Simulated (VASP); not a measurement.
Cu5AgIr4RuRh: single point with PBE

Crystal: Cu5AgIr4RuRh.

```
Cu Ru Rh Ag Ir
1.0
    -3.83042   -3.82640   -0.02448
     0.05072    3.79974    3.77655
    -3.82094    3.79228   -3.81979
Cu Ru Rh Ag Ir
5 1 1 1 4
Direct
  0.00356 0.99385 0.00140
  0.83244 0.16212 0.66666
  0.33828 0.15943 0.66380
  0.65491 0.33788 0.33172
  0.16553 0.84787 0.33201
  0.15496 0.34186 0.33576
  0.50337 0.00270 0.99487
  0.84347 0.66747 0.66084
  0.49421 0.49595 0.00600
  0.00132 0.48985 0.00528
  0.33464 0.65007 0.66743
  0.66119 0.85072 0.33122
```

- Program: VASP 6.6.1
- Task: single point
- Functional: PBE
- Potentials or basis: VASP PAW PBE potentials, release 64 (Cu, Ru_pv, Rh_pv, Ag, Ir)
- Cutoff: 520 eV
- k mesh: 5 × 5 × 3
- Occupations: gaussian, width 0.1 eV
- Spin: no spin polarisation
- Dipole correction: no
- Further INCAR settings: ALGO = Fast; EDIFF = 1e-06; NBANDS = 78; ISYM = 0

```
Pressure               : 0.2 GPa
Largest force          : 0.029 eV/Å
Band gap on the k mesh : zero (an odd number of electrons rules out a gap without spin polarisation)
```

Forces on the atoms (eV/Å):
```
Cu  -0.001 -0.002 -0.004
Cu   0.007  0.005 -0.002
Cu  -0.009  0.001 -0.001
Cu  -0.006 -0.006 -0.004
Cu   0.003 -0.001  0.002
Ru   0.013 -0.001  0.000
Rh  -0.013  0.008  0.001
Ag  -0.006  0.001 -0.003
Ir  -0.008 -0.002 -0.007
Ir   0.004 -0.002 -0.011
Ir   0.024  0.001  0.016
Ir  -0.008 -0.001  0.013
```

Stress tensor (GPa, compression positive):
```
 0.08 -0.02 -0.02
-0.02  0.24  0.01
-0.02  0.01  0.15
```

Levels at points of the mesh, in eV from the Fermi level:
```tsv
k point	band 62	band 63	band 64	band 65	band 66	band 67	band 68	band 69	band 70	band 71
(0.00, 0.00, 0.00)	0.04	0.07	0.18	0.29	0.42	0.60	0.87	1.49	1.59	1.82
```

It took 26 min on 1 thread of Oxide Virtual Turin-like Processor, with other jobs on the host, peak memory 0.55 GiB.

Caveat: spin-orbit coupling is left out, which moves the levels of the heavy elements.
